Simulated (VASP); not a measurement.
# Cd2HgO3 (C2/m) in VASP: further runs

Cd2HgO3 is run at these levels: PBE; tasks: single point, relaxation of cell and atoms.

Everything below comes from runs of VASP 6.6.1. Logs are shortened: lines on timing, memory, paths and dates and some standing lists are left out, and cuts for length are marked.

## (1) The cell of the first run

Symmetry: C2/m, No. 12, monoclinic system. The conventional cell has a = 6.038 Å, b = 3.482 Å, c = 9.255 Å, α = 90.00°, β = 103.52°, γ = 90.00°. Within 3.1 Å of Cd (site symmetry m) lie 6 O at 2.32 to 2.42 Å. Within 2.6 Å of Hg (site symmetry 2/m) lie 2 O at 2.00 Å. O (site symmetry m) has 1 Hg at 2.00 Å and 3 Cd at 2.32 to 2.33 Å within 2.6 Å. Within 3.3 Å of O (site symmetry 2/m) lie 6 Cd at 2.41 to 2.42 Å and 6 O at 3.21 Å.

## (2) Single point, PBE

Contents of INCAR:

```
SYSTEM = Cd2HgO3
  ALGO = Normal
  EDIFF = 1E-6
  ENCUT = 700
  GGA = PE
  GGA_COMPAT = .False.
  ISIF = 2
  ISMEAR = 0
  LASPH = .True.
  LCHARG = .False.
  LREAL = .False.
  LWAVE = .False.
  NBANDS = 48
  NELM = 120
  PREC = Accurate
  SIGMA = 0.1
```

Contents of KPOINTS:

```
k-points
0
Gamma
  6 6 2
  0 0 0
```

Contents of POSCAR:

```
Cd2HgO3
1.0
    3.0190685482     -1.7408665332      0.0000000000
    3.0190685482      1.7408665332      0.0000000000
   -2.1639642757      0.0000000000      8.9982653410
Cd Hg O
2 1 3
Direct
    0.2193054417      0.2193054417      0.1487195443
    0.7806945583      0.7806945583      0.8512804557
    0.0000000000      0.0000000000      0.5000000000
    0.9322695474      0.9322695474      0.2783667969
    0.5000000000      0.5000000000      0.0000000000
    0.0677304526      0.0677304526      0.7216332031
```

Potentials or basis: VASP PAW PBE potentials, release 64 (Cd_sv_GW, Hg_sv_GW, O).

Launch:

```bash
cat potpaw_PBE.64/Cd_sv_GW/POTCAR potpaw_PBE.64/Hg_sv_GW/POTCAR potpaw_PBE.64/O/POTCAR > POTCAR
mpirun -np 1 vasp_std > vasp.out
```

OUTCAR:

```text
SYSTEM = Cd2HgO3
   EDIFF = 1E-6
   ENCUT = 700
   GGA = PE
   ISIF = 2
   ISMEAR = 0
   LASPH = .True.
   LREAL = .False.
   NELM = 120
   PREC = Accurate

 ion  position               nearest neighbor table
   1  0.219  0.219  0.149-
   2  0.781  0.781  0.851-
   3  0.000  0.000  0.500-   4 2.00   6 2.00
   4  0.932  0.932  0.278-   3 2.00
   5  0.500  0.500  0.000-
   6  0.068  0.068  0.722-   3 2.00

  LATTYP: Found a base centered monoclinic cell.
 ALAT       =     6.0381370964
 B/A-ratio  =     0.5766237187
 C/A-ratio  =     1.5327261574
 COS(beta)  =    -0.2338204803

  Lattice vectors:

 A1 = (   3.0190685482,  -1.7408665332,   0.0000000000)
 A2 = (   3.0190685482,   1.7408665332,   0.0000000000)
 A3 = (  -2.1639642757,   0.0000000000,   8.9982653410)

Analysis of symmetry for initial positions (statically):
=====================================================================
 Subroutine PRICEL returns:
 Original cell was already a primitive cell.

 Routine SETGRP: Setting up the symmetry group for a
 base centered monoclinic supercell.

 Subroutine GETGRP returns: Found  4 space group operations
 (whereof  4 operations were pure point group operations)
 out of a pool of  4 trial point group operations.

The static configuration has the point symmetry C_2h.

Analysis of symmetry for dynamics (positions and initial velocities):
=====================================================================
 Subroutine PRICEL returns:
 Original cell was already a primitive cell.

 Routine SETGRP: Setting up the symmetry group for a
 base centered monoclinic supercell.

 Subroutine GETGRP returns: Found  4 space group operations
 (whereof  4 operations were pure point group operations)
 out of a pool of  4 trial point group operations.

The dynamic configuration has the point symmetry C_2h.

 Subroutine INISYM returns: Found  4 space group operations
 (whereof  4 operations are pure point group operations),
 and found     1 'primitive' translations

----------------------------------------------------------------------------------------

                                     Primitive cell

  volume of cell :      94.5861

  direct lattice vectors                    reciprocal lattice vectors
     3.019068548 -1.740866533  0.000000000     0.165613994 -0.287213287  0.039827984
     3.019068548  1.740866533  0.000000000     0.165613994  0.287213287  0.039827984
    -2.163964276  0.000000000  8.998265341     0.000000000  0.000000000  0.111132531

  length of vectors
     3.485023843  3.485023843  9.254810670     0.333924746  0.333924746  0.111132531

  position of ions in fractional coordinates (direct lattice)
     0.219305442  0.219305442  0.148719544
     0.780694558  0.780694558  0.851280456
     1.000000000  1.000000000  0.500000000
     0.932269547  0.932269547  0.278366797
     0.500000000  0.500000000  0.000000000
     0.067730453  0.067730453  0.721633203

  ion indices of the primitive-cell ions
   primitive index   ion index
                 1           1
                 2           2
                 3           3
                 4           4
                 5           5
                 6           6

----------------------------------------------------------------------------------------

 KPOINTS: k-points

Automatic generation of k-mesh.
 Grid dimensions read from file:
 generate k-points for:    6    6    2

 Generating k-lattice:

  Cartesian coordinates                     Fractional coordinates (reciprocal lattice)
     0.027602332 -0.047868881  0.006637997     0.166666667  0.000000000 -0.000000000
     0.027602332  0.047868881  0.006637997     0.000000000  0.166666667 -0.000000000
     0.000000000  0.000000000  0.055566265     0.000000000  0.000000000  0.500000000

  Length of vectors
     0.055654124  0.055654124  0.055566265

  Shift w.r.t. Gamma in fractional coordinates (k-lattice)
     0.000000000  0.000000000  0.000000000

 Subroutine IBZKPT returns following result:
 ===========================================

 Found     26 irreducible k-points:

 Following reciprocal coordinates:
            Coordinates               Weight
  0.000000  0.000000  0.000000      1.000000
  0.166667  0.000000 -0.000000      4.000000
  0.333333  0.000000 -0.000000      4.000000
  0.500000  0.000000 -0.000000      2.000000
  0.166667  0.166667 -0.000000      2.000000
  0.333333  0.166667 -0.000000      4.000000
[... 16 lines left out ...]
  0.333333  0.333333  0.500000      2.000000
  0.500000  0.333333  0.500000      4.000000
 [... further k-points ...]
   k-points           NKPTS =     26   k-points in BZ     NKDIM =     26   number of bands    NBANDS=     48
   number of dos      NEDOS =    301   number of ions     NIONS =      6
   total plane-waves  NPLWV =  72000
   dimension x,y,z NGX =    30 NGY =   30 NGZ =   80
   dimension x,y,z NGXF=    60 NGYF=   60 NGZF=  160
   ions per type =               2   1   3
   NGX,Y,Z   is equivalent  to a cutoff of  14.31, 14.31, 14.37 a.u.
   NGXF,Y,Z  is equivalent  to a cutoff of  28.62, 28.62, 28.74 a.u.
 SYSTEM =  Cd2HgO3
   PREC   = accura    normal or accurate (medium, high low for compatibility)
   ISTART =      0    job   : 0-new  1-cont  2-samecut
   ICHARG =      2    charge: 1-file 2-atom 10-const
   ISPIN  =      1    spin polarized calculation?
   LNONCOLLINEAR =      F non collinear calculations
   LSORBIT =      F    spin-orbit coupling
   LASPH  =      T    aspherical Exc in radial PAW
   ENCUT  =  700.0 eV  51.45 Ry    7.17 a.u.   7.52  7.52 19.97*2*pi/ulx,y,z
   NELM   =    120;   NELMIN=  2; NELMDL= -5     # of ELM steps
   EDIFF  = 0.1E-05   stopping-criterion for ELM
   LREAL  =      F    real-space projection
   EDIFFG = 0.1E-04   stopping-criterion for IOM
   NSW    =      0    number of steps for IOM
   IBRION =     -1    ionic relax: 0-MD 1-quasi-New 2-CG
   NFREE  =      0    steps in history (QN), initial steepest desc. (CG)
   ISIF   =      2    stress and relaxation
   ISYM   =      2    0-nonsym 1-usesym 2-fastsym
   POTIM  = 0.5000    time-step for ionic-motion
   TEBEG  =    0.0;   TEEND  =   0.0 temperature during run
   PSTRESS=    0.0 pullay stress
   NELECT =      78.0000    total number of electrons
   NUPDOWN=      -1.0000    fix difference up-down
   EMIN   =  10.00;   EMAX   =-10.00  energy-range for DOS
   EFERMI =   0.00;   METHOD = LEGACY
   ISMEAR =     0;   SIGMA  =   0.10  broadening in eV -4-tet -1-fermi 0-gaus
   EFERMI_NEDOS =   21; number of points for ismear=-14 and -15
   IALGO  =     38    algorithm
   IMIX   =      4    mixing-type and parameters
     AMIX     =   0.40;   BMIX     =  1.00
     AMIX_MAG =   1.60;   BMIX_MAG =  1.00
  volume/ion in A,a.u.               =      15.76       106.38
  Fermi-wavevector in a.u.,A,eV,Ry     =   1.535196  2.901101 32.066593  2.356828
  Thomas-Fermi vector in A             =   2.642019
   LORBIT       =      0    0 simple, 1 ext, 2 COOP (PROOUT), +10 PAW based schemes
   GGA     = PE    functional components
   LHFCALC =     F    Hartree Fock is set to
   AEXX    =    0.0000 exact exchange contribution
   IVDW    =     0    specifies the selected vdW correction
   LEPSILON=     F    determine dielectric tensor
   LRPA    =     F    only Hartree local field effects (RPA)
 non-spin polarized calculation
 Gauss-broadening in eV      SIGMA  =   0.10
  energy-cutoff  :      700.00
  volume of cell :       94.59
 maximum number of plane-waves:      4008
   NGX = 15   NGY = 15   NGZ = 39

 number of electron      77.9999992 magnetization

 Free energy of the ion-electron system (eV)
  ---------------------------------------------------
  ext. energy  EPLUGINS =         0.00000000
  ---------------------------------------------------
  free energy    TOTEN  =       -21.59019604 eV

  energy without entropy =      -21.58673428  energy(sigma->0) =      -21.58846516

 E-fermi :   3.6027     XC(G=0): -10.7996

 val. band max:        3.5355106641   @ k =   0.5000   0.5000   0.5000
 cond. band min:       4.7457480458   @ k =   0.1667   0.1667  -0.0000
 fundamental gap:      1.2102373817
 Fermi energy:         3.6027396671

 k-point     1 :       0.0000    0.0000    0.0000
  band No.  band energies     occupation
      1    -111.1886      2.00000
      2     -96.7118      2.00000
      3     -96.7114      2.00000
      4     -59.6290      2.00000
      5     -59.4748      2.00000
      6     -59.4737      2.00000
[... 40 lines left out ...]
     47      16.3969      0.00000
     48      16.6020      0.00000

 k-point     2 :       0.1667    0.0000   -0.0000
  band No.  band energies     occupation
      1    -111.1886      2.00000
      2     -96.7118      2.00000
      3     -96.7114      2.00000
      4     -59.6288      2.00000
      5     -59.4768      2.00000
      6     -59.4744      2.00000
[... 40 lines left out ...]
     47      14.9564      0.00000
     48      15.1885      0.00000

 k-point     3 :       0.3333    0.0000   -0.0000
  band No.  band energies     occupation
      1    -111.1885      2.00000
      2     -96.7116      2.00000
      3     -96.7113      2.00000
      4     -59.6284      2.00000
      5     -59.4809      2.00000
      6     -59.4756      2.00000
[... 40 lines left out ...]
     47      13.2287      0.00000
     48      13.6509      0.00000

 k-point     4 :       0.5000    0.0000   -0.0000
  band No.  band energies     occupation
      1    -111.1884      2.00000
      2     -96.7114      2.00000
      3     -96.7113      2.00000
      4     -59.6283      2.00000
      5     -59.4829      2.00000
      6     -59.4762      2.00000
[... 958 lines left out ...]
     47      13.7236      0.00000
     48      14.4755      0.00000

 k-point    23 :       0.3333    0.3333    0.5000
  band No.  band energies     occupation
      1    -111.1885      2.00000
      2     -96.7116      2.00000
      3     -96.7113      2.00000
      4     -59.6285      2.00000
      5     -59.4799      2.00000
      6     -59.4765      2.00000
[... 40 lines left out ...]
     47      13.2845      0.00000
     48      13.9095      0.00000

 k-point    24 :       0.5000    0.3333    0.5000
  band No.  band energies     occupation
      1    -111.1884      2.00000
      2     -96.7114      2.00000
      3     -96.7113      2.00000
      4     -59.6283      2.00000
      5     -59.4810      2.00000
      6     -59.4781      2.00000
[... 40 lines left out ...]
     47      13.1494      0.00000
     48      13.7798      0.00000

 [... further k-points ...]

------------------------ aborting loop because EDIFF is reached ----------------------------------------

  FORCE on cell =-STRESS in cart. coord.  units (eV):
  Direction    XX          YY          ZZ          XY          YZ          ZX
  --------------------------------------------------------------------------------------
  -------------------------------------------------------------------------------------
  Total       -0.1346722     -0.1226466      0.1569898      0.0000000      0.0000000      0.0350636
  in kB       -2.2811897     -2.0774901      2.6592236      0.0000000      0.0000000      0.5939371
  external PRESSURE =      -0.5664854 kB  Pullay stress =       0.0000000 kB

 VOLUME and BASIS-vectors are now :
 -----------------------------------------------------------------------------
  energy-cutoff  :      700.00
  volume of cell :       94.59
      direct lattice vectors                 reciprocal lattice vectors
     3.019068548 -1.740866533  0.000000000     0.165613994 -0.287213287  0.039827984
     3.019068548  1.740866533  0.000000000     0.165613994  0.287213287  0.039827984
    -2.163964276  0.000000000  8.998265341     0.000000000  0.000000000  0.111132531

 POSITION                                       TOTAL-FORCE (eV/Angst)
 -----------------------------------------------------------------------------------
      1.00237      0.00000      1.33822         0.000265      0.000000     -0.010681
      2.87180      0.00000      7.66005        -0.000265      0.000000      0.010681
     -1.08198      0.00000      4.49913         0.000000      0.000000      0.000000
      5.02680      0.00000      2.50482         0.000471      0.000000     -0.060548
      3.01907      0.00000      0.00000         0.000000      0.000000      0.000000
     -1.15262      0.00000      6.49345        -0.000471      0.000000      0.060548
 -----------------------------------------------------------------------------------
    total drift:                                0.000000      0.000000     -0.000000

  FREE ENERGIE OF THE ION-ELECTRON SYSTEM (eV)
  ---------------------------------------------------
  free  energy   TOTEN  =       -21.5901960421 eV

  energy  without entropy=      -21.5867342752  energy(sigma->0) =      -21.58846516
```

It took 2.5 min on 1 thread of Intel Xeon 6975P-C (Granite Rapids), shared host; peak memory 0.39 GiB.

What came out:

- Free energy: -21.5902 eV
- Pressure: -0.1 GPa
- Largest force: 0.061 eV/Å
- Band gap on the k mesh: zero (bands 39 and 40 overlap by 0.09 eV)

Forces on the atoms (eV/Å):
```
Cd   0.000  0.000 -0.011
Cd   0.000  0.000  0.011
Hg   0.000  0.000  0.000
O    0.000  0.000 -0.061
O    0.000  0.000  0.000
O    0.000  0.000  0.061
```

Caveat: semilocal functionals underestimate gaps, and a narrow one can read as zero; spin-orbit coupling is left out, which moves the levels of the heavy elements.

[end of part 1 of 2]

The gap in the log of VASP goes by the Fermi energy; the results here count the filled bands.